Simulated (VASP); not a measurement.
A run of VASP 6.6.1 is set up as follows.

File INCAR:

```
ALGO = Normal
EDIFF = 1E-6
ENCUT = 520
GGA = PE
ISIF = 2
ISMEAR = 0
LASPH = T
LCHARG = F
LREAL = F
LWAVE = F
NBANDS = 17
NELM = 80
PREC = Accurate
SIGMA = 0.01
```

File KPOINTS:

```
k-points
0
Gamma
  5 5 5
```

Contents of POSCAR:

```
TePb
1.0
    0.0000000000      3.2038474558      3.2038474558
    3.2038474558      0.0000000000      3.2038474558
    3.2038474558      3.2038474558      0.0000000000
Te Pb
1 1
Direct
    0.5000000000      0.5000000000      0.5000000000
    0.0000000000      0.0000000000      0.0000000000
```

Potentials or basis: VASP PAW PBE potentials, release 64 (Te, Pb_d).

Run with:

```bash
$ cat potpaw_PBE.64/Te/POTCAR potpaw_PBE.64/Pb_d/POTCAR > POTCAR
$ mpirun -np 1 vasp_std > vasp.out
```

Estimate the pressure.

3.4 GPa.
